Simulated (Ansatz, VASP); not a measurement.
## Two plane-wave programs on Zr2Ge

```
Zr Ge
1.0
     2.49984   -4.11161    0.00000
     2.49984    4.11161    0.00000
     0.00000    0.00000    2.93837
Zr Ge
2 1
Direct
  0.31960 0.68040 0.00000
  0.68040 0.31960 0.00000
  0.00000 0.00000 0.50000
```

Alike in both runs: functional PBE; k mesh 12 × 12 × 16; occupations gaussian, width 0.1 eV; no spin polarisation.

Ansatz relaxed the structure, and its values are those at the end. VASP's run is a single point on that final structure, the one shown.

```csv
,VASP,Ansatz
version,VASP 6.6.1,Ansatz 0.2.0
potentials or method,"VASP PAW PBE potentials, release 64 (Zr_sv, Ge_d), cutoff 520 eV","scalar-relativistic, plane waves, PAW"
valence electrons in the cell,38,38
```

|  | VASP | Ansatz | Ansatz less VASP |
| --- | --- | --- | --- |
| gap on the k mesh at the Fermi level (eV) | none | none | - |
| pressure (GPa) | -0.2 | 0.0 | +0.15 |

A gap of «none» marks a metal or a gap that the smearing closes.
